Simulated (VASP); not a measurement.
# Yb (P6_3/mmc) in VASP: further runs

Aim: see how the results for Yb move with the level of theory and the settings. Levels: LDA, PBEsol. Tasks: relaxation of cell and atoms, single point.

All numbers are computed with VASP 6.6.1; they aren't measurements. Logs are shortened: lines on timing, memory, paths and dates and some standing lists are left out, and cuts for length are marked.

### 1 The cell of the first run

Symmetry: P6_3/mmc, No. 194, hexagonal system. Conventional cell: a = 3.880 Å, b = 3.880 Å, c = 6.386 Å, α = 90.00°, β = 90.00°, γ = 120.00°. Within 5.1 Å of Yb (site symmetry -6m2) lie 12 Yb at 3.88 to 3.90 Å.

This isn't the form of Yb at room conditions, which is fcc.

### 2 Relaxation of cell and atoms, LDA, collinear spin, ferromagnetic start

Contents of INCAR:

```
SYSTEM = Yb
  ALGO = Normal
  EDIFF = 1E-7
  EDIFFG = -0.005
  ENCUT = 600
  GGA = CA
  IBRION = 2
  ISIF = 3
  ISMEAR = -1
  ISPIN = 2
  LASPH = .True.
  LCHARG = .False.
  LMAXMIX = 6
  LORBIT = 11
  LREAL = .False.
  LWAVE = .False.
  MAGMOM = 1 1
  NELM = 150
  NSW = 80
  PREC = Accurate
  SIGMA = 0.05
```

Contents of KPOINTS:

```
k-points
0
Gamma
  6 6 3
  0 0 0
```

Contents of POSCAR:

```
Yb
1.0
    3.8799000000      0.0000000000      0.0000000000
   -1.9399500000      3.3600919641      0.0000000000
    0.0000000000      0.0000000000      6.3859000000
Yb
2
Direct
    0.6666666667      0.3333333333      0.7500000000
    0.3333333333      0.6666666667      0.2500000000
```

Potentials or basis: VASP PAW PBE potentials, release 64 (Yb).

Command:

```bash
$ cat potpaw_PBE.64/Yb/POTCAR > POTCAR
$ mpirun -np 1 vasp_std > vasp.out
```

OUTCAR:

```text
SYSTEM = Yb
   EDIFF = 1E-7
   EDIFFG = -0.005
   ENCUT = 600
   GGA = CA
   IBRION = 2
   ISIF = 3
   ISMEAR = -1
   ISPIN = 2
   LASPH = .True.
   LORBIT = 11
   LREAL = .False.
   NELM = 150
   NSW = 80
   PREC = Accurate

 ion  position               nearest neighbor table
   1  0.667  0.333  0.750-
   2  0.333  0.667  0.250-

  LATTYP: Found a hexagonal cell.
 ALAT       =     3.8799000000
 C/A-ratio  =     1.6458929354

  Lattice vectors:

 A1 = (   3.8799000000,   0.0000000000,   0.0000000000)
 A2 = (  -1.9399500000,   3.3600919641,   0.0000000000)
 A3 = (   0.0000000000,   0.0000000000,   6.3859000000)

Analysis of symmetry for initial positions (statically):
=====================================================================
 Subroutine PRICEL returns:
 Original cell was already a primitive cell.

 Routine SETGRP: Setting up the symmetry group for a
 hexagonal supercell.

 Subroutine GETGRP returns: Found 24 space group operations
 (whereof 12 operations were pure point group operations)
 out of a pool of 24 trial point group operations.

The static configuration has the point symmetry D_3d.
 The point group associated with its full space group is D_6h.

Analysis of symmetry for dynamics (positions and initial velocities):
=====================================================================
 Subroutine PRICEL returns:
 Original cell was already a primitive cell.

 Routine SETGRP: Setting up the symmetry group for a
 hexagonal supercell.

 Subroutine GETGRP returns: Found 24 space group operations
 (whereof 12 operations were pure point group operations)
 out of a pool of 24 trial point group operations.

The dynamic configuration has the point symmetry D_3d.
 The point group associated with its full space group is D_6h.

Analysis of structural, dynamic, and magnetic symmetry:
=====================================================================
 Subroutine PRICEL returns:
 Original cell was already a primitive cell.

 Routine SETGRP: Setting up the symmetry group for a
 hexagonal supercell.

 Subroutine GETGRP returns: Found 24 space group operations
 (whereof 12 operations were pure point group operations)
 out of a pool of 24 trial point group operations.

The overall configuration has the point symmetry D_3d.
 The point group associated with its full space group is D_6h.

 Subroutine INISYM returns: Found 24 space group operations
 (whereof 12 operations are pure point group operations),
 and found     1 'primitive' translations

----------------------------------------------------------------------------------------

                                     Primitive cell

  volume of cell :      83.2518

  direct lattice vectors                    reciprocal lattice vectors
     3.879900000  0.000000000  0.000000000     0.257738602  0.148805451  0.000000000
    -1.939950000  3.360091964  0.000000000     0.000000000  0.297610902  0.000000000
     0.000000000  0.000000000  6.385900000     0.000000000  0.000000000  0.156594998

  length of vectors
     3.879900000  3.879900000  6.385900000     0.297610902  0.297610902  0.156594998

  position of ions in fractional coordinates (direct lattice)
     0.666666667  0.333333333  0.750000000
     0.333333333  0.666666667  0.250000000

  ion indices of the primitive-cell ions
   primitive index   ion index
                 1           1
                 2           2

----------------------------------------------------------------------------------------

 KPOINTS: k-points

Automatic generation of k-mesh.
 Grid dimensions read from file:
 generate k-points for:    6    6    3
[... 25 lines left out ...]
  0.166667  0.166667  0.000000      6.000000
  0.333333  0.166667  0.000000     12.000000
  0.333333  0.333333  0.000000      2.000000
  0.000000  0.000000  0.333333      2.000000
  0.166667  0.000000  0.333333     12.000000
  0.333333  0.000000  0.333333     12.000000
  0.500000  0.000000  0.333333      6.000000
  0.166667  0.166667  0.333333     12.000000
  0.333333  0.166667  0.333333     24.000000
  0.333333  0.333333  0.333333      4.000000
   k-points           NKPTS =     14   k-points in BZ     NKDIM =     14   number of bands    NBANDS=     29
   number of dos      NEDOS =    301   number of ions     NIONS =      2
   total plane-waves  NPLWV =  55296
   dimension x,y,z NGX =    32 NGY =   32 NGZ =   54
   dimension x,y,z NGXF=    64 NGYF=   64 NGZF=  108
   ions per type =               2
   NGX,Y,Z   is equivalent  to a cutoff of  13.71, 13.71, 14.06 a.u.
   NGXF,Y,Z  is equivalent  to a cutoff of  27.42, 27.42, 28.12 a.u.
 SYSTEM =  Yb
   PREC   = accura    normal or accurate (medium, high low for compatibility)
   ISTART =      0    job   : 0-new  1-cont  2-samecut
   ICHARG =      2    charge: 1-file 2-atom 10-const
   ISPIN  =      2    spin polarized calculation?
   LNONCOLLINEAR =      F non collinear calculations
   LSORBIT =      F    spin-orbit coupling
   LASPH  =      T    aspherical Exc in radial PAW
   ENCUT  =  600.0 eV  44.10 Ry    6.64 a.u.   7.75  7.75 12.75*2*pi/ulx,y,z
   NELM   =    150;   NELMIN=  2; NELMDL= -5     # of ELM steps
   EDIFF  = 0.1E-06   stopping-criterion for ELM
   LREAL  =      F    real-space projection
   EDIFFG = -.5E-02   stopping-criterion for IOM
   NSW    =     80    number of steps for IOM
   IBRION =      2    ionic relax: 0-MD 1-quasi-New 2-CG
   NFREE  =      1    steps in history (QN), initial steepest desc. (CG)
   ISIF   =      3    stress and relaxation
   ISYM   =      2    0-nonsym 1-usesym 2-fastsym
   POTIM  = 0.5000    time-step for ionic-motion
   TEBEG  =    0.0;   TEEND  =   0.0 temperature during run
   PSTRESS=    0.0 pullay stress
   NELECT =      48.0000    total number of electrons
   NUPDOWN=      -1.0000    fix difference up-down
   EMIN   =  10.00;   EMAX   =-10.00  energy-range for DOS
   EFERMI =   0.00;   METHOD = LEGACY
   ISMEAR =    -1;   SIGMA  =   0.05  broadening in eV -4-tet -1-fermi 0-gaus
   EFERMI_NEDOS =   21; number of points for ismear=-14 and -15
   IALGO  =     38    algorithm
   IMIX   =      4    mixing-type and parameters
     AMIX     =   0.40;   BMIX     =  1.00
     AMIX_MAG =   1.60;   BMIX_MAG =  1.00
  volume/ion in A,a.u.               =      41.63       280.91
  Fermi-wavevector in a.u.,A,eV,Ry     =   1.362565  2.574875 25.260359  1.856584
  Thomas-Fermi vector in A             =   2.489044
   LORBIT       =     11    0 simple, 1 ext, 2 COOP (PROOUT), +10 PAW based schemes
   GGA     = CA    functional components
   LHFCALC =     F    Hartree Fock is set to
   AEXX    =    0.0000 exact exchange contribution
   IVDW    =     0    specifies the selected vdW correction
   LEPSILON=     F    determine dielectric tensor
   LRPA    =     F    only Hartree local field effects (RPA)
 conjugate gradient relaxation of ions
 spin polarized calculation
  energy-cutoff  :      600.00
  volume of cell :       83.25
 maximum number of plane-waves:      2816
 NGX is ok and might be reduce to    32
   NGX = 15   NGY = 15   NGZ = 25

--------------------------------------- Ionic step        1  -------------------------------------------

 number of electron      48.0000012 magnetization     -11.2872820

 number of electron      48.0000017 magnetization       0.0145551

 number of electron      48.0000017 magnetization      -0.0001327

 Free energy of the ion-electron system (eV)
  ---------------------------------------------------
  ext. energy  EPLUGINS =         0.00000000
  ---------------------------------------------------
  free energy    TOTEN  =        -7.87383270 eV

  energy without entropy =       -7.83150687  energy(sigma->0) =       -7.85266978

 E-fermi :   0.8551     XC(G=0):  -9.1119

 val. band max:        0.8424825299   @ k =   0.3333   0.1667   0.0000
 cond. band min:       0.8609192333   @ k =   0.3333   0.0000   0.0000
 fundamental gap:      0.0184367033
 Fermi energy:         0.8551002424
[... 899 lines left out ...]
     28       1.7080      0.00000
     29       3.6582      0.00000

------------------------ aborting loop EDIFF was not reached (unconverged)  ----------------------------

  FORCE on cell =-STRESS in cart. coord.  units (eV):
  Direction    XX          YY          ZZ          XY          YZ          ZX
  --------------------------------------------------------------------------------------
  -------------------------------------------------------------------------------------
  Total       -2.5930440     -2.5930440     -2.7734193      0.0000000      0.0000000      0.0000000
  in kB      -49.9030000    -49.9030000    -53.3743131      0.0000000      0.0000000      0.0000000
  external PRESSURE =     -51.0601044 kB  Pullay stress =       0.0000000 kB
[... 25 lines left out ...]
 number of electron      48.2394606 magnetization      -0.0130499

 number of electron      48.0003315 magnetization       0.3765290

------------------------ aborting loop EDIFF was not reached (unconverged)  ----------------------------

  FORCE on cell =-STRESS in cart. coord.  units (eV):
  Direction    XX          YY          ZZ          XY          YZ          ZX
  --------------------------------------------------------------------------------------
  -------------------------------------------------------------------------------------
  Total      -88.4524127    -88.4524127    -81.0667823      0.0000000      0.0000000     -0.0000000
  in kB    -2075.8654472  -2075.8654471  -1902.5341098      0.0000000      0.0000000     -0.0000000
  external PRESSURE =   -2018.0883347 kB  Pullay stress =       0.0000000 kB
[... 966 lines left out ...]
     28       6.3492      0.00000
     29       8.6288      0.00000

[... ionic steps 4 to 68 ...]

--------------------------------------- Ionic step       69  -------------------------------------------

 number of electron      47.9999996 magnetization       0.0000001

 number of electron      47.9999996 magnetization      -0.0000004
[... 69 lines left out ...]
--------------------------------------- Ionic step       71  -------------------------------------------

 number of electron      47.9999996 magnetization      -0.0000004

 Free energy of the ion-electron system (eV)
  ---------------------------------------------------
  ext. energy  EPLUGINS =         0.00000000
  ---------------------------------------------------
  free energy    TOTEN  =        -8.38679329 eV

  energy without entropy =       -8.35679815  energy(sigma->0) =       -8.37179572

 E-fermi :   1.9275     XC(G=0): -10.8050

 val. band max:        1.9139310694   @ k =   0.1667   0.1667   0.0000
 cond. band min:       1.9800919308   @ k =   0.3333   0.0000   0.0000
 fundamental gap:      0.0661608614
 Fermi energy:         1.9275392833
[... 928 lines left out ...]
  FREE ENERGIE OF THE ION-ELECTRON SYSTEM (eV)
  ---------------------------------------------------
  free  energy   TOTEN  =        -8.3867932885 eV

  energy  without entropy=       -8.3567981495  energy(sigma->0) =       -8.37179572

 reached required accuracy - stopping structural energy minimisation

 total charge

# of ion       s       p       d       f       tot
--------------------------------------------------
    1        2.252   5.954   0.404  13.557  22.166
    2        2.252   5.954   0.404  13.557  22.166
--------------------------------------------------
tot          4.503  11.908   0.807  27.113  44.332

 magnetization (x)

# of ion       s       p       d       f       tot
--------------------------------------------------
    1       -0.000   0.000  -0.000  -0.000  -0.000
    2       -0.000   0.000  -0.000  -0.000  -0.000
--------------------------------------------------
tot         -0.000   0.000  -0.000  -0.000  -0.000
```

Wall time 55 min (1 thread of Intel Xeon 6975P-C (Granite Rapids), shared host); peak memory 0.25 GiB.

Results:

* Free energy: -8.3868 eV
* Relaxed volume: 28.85 Å³/atom
* Relaxed cell: a = 3.452 Å, b = 3.452 Å, c = 5.591 Å, α = 90.00°, β = 90.00°, γ = 120.00°
* Space group after relaxing (to 0.1 Å): P6_3/mmc (No. 194)
* Pressure after relaxing: 0.0 GPa
* Band gap on the k mesh: zero (filled and empty bands overlap)
* Net moment: 0.00 μB per cell
* Valence electrons inside the program's atomic spheres: Yb 22.17

Final structure:
```
Yb
1.0
     3.45226    0.00000    0.00000
    -1.72613    2.98975    0.00000
     0.00000    0.00000    5.59127
Yb
2
Cartesian
  1.7261 0.9966 4.1935
  0.0000 1.9932 1.3978
```

Levels at points of the mesh, in eV from the Fermi level:
Spin up:
```
           k point  band 22  band 23  band 24  band 25  band 26  band 27
(0.00, 0.00, 0.00)    -0.35    -0.31    -0.30     1.25     2.99     2.99
(0.50, 0.00, 0.00)    -0.36    -0.34    -0.31    -0.18     0.51     2.20
```
Spin down:
| k point | band 21 | band 22 | band 23 | band 24 | band 25 | band 26 | band 27 | band 28 |
| --- | --- | --- | --- | --- | --- | --- | --- | --- |
| (0.00, 0.00, 0.00) | -0.35 | -0.35 | -0.31 | -0.30 | 1.25 | 2.99 | 2.99 | 3.07 |
| (0.50, 0.00, 0.00) | -0.38 | -0.36 | -0.34 | -0.31 | -0.18 | 0.51 | 2.20 | 2.73 |

Caveat: the electronic state changed during the relaxation; the volume moved by over 15 % at a fixed basis, so the end points are rough; the PAW data sets were made with another functional, which shifts forces and pressure a little; spin-orbit coupling is left out, which moves the levels of the heavy elements. The state reached can hang on the start; a lower one may exist.

(Continued in part 2 of 3.)
